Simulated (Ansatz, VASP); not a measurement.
AlSi16 in VASP and in Ansatz

```
CELL_PARAMETERS angstrom
0.00000 5.43000 5.43000
5.43000 0.00000 5.43000
5.43000 5.43000 0.00000
ATOMIC_POSITIONS crystal
Si 0.00132 0.99861 0.00147
Si 0.12364 0.12877 0.12389
Si 0.00119 0.99876 0.49878
Si 0.13654 0.12112 0.62105
Si 0.00024 0.49988 0.99981
Si 0.12353 0.62371 0.12377
Si 0.00128 0.50142 0.49866
Si 0.12368 0.62387 0.62869
Si 0.49854 0.99853 0.00150
Si 0.62041 0.12001 0.13931
Si 0.49865 0.00070 0.50113
Si 0.62107 0.12076 0.62067
Si 0.49845 0.50156 0.00157
Si 0.62916 0.62363 0.12369
Si 0.49858 0.50145 0.49858
Si 0.62060 0.63882 0.62012
Al 0.74763 0.25122 0.75205
```

Alike in both runs: functional LDA; k mesh 2 × 2 × 2; occupations fermi-dirac, width 0.05 eV; collinear spin.

Ansatz relaxed the structure, and its values are those at the end. VASP's run is a single point on that final structure, the one shown.

```csv
,VASP,Ansatz
version,VASP 6.6.1,Ansatz 0.2.0
potentials or method,"VASP PAW LDA potentials, release 64 (Si, Al), cutoff 520 eV","scalar-relativistic, plane waves, PAW"
valence electrons in the cell,67,67
```

```csv
,VASP,Ansatz,Ansatz less VASP
rms of the force components (eV/Å),0.016,0.016,+0.0003
net moment per atom (μB),0.00,0.00,0.000
```

Ansatz warns that its potentials were made for another functional, while VASP's fit it. LDA's correlation is that of Perdew and Zunger in VASP and of Perdew and Wang (1992) in Ansatz. Ansatz's warnings: seeded moment not kept.

The k mesh is coarse, so the values compare programs but aren't converged.
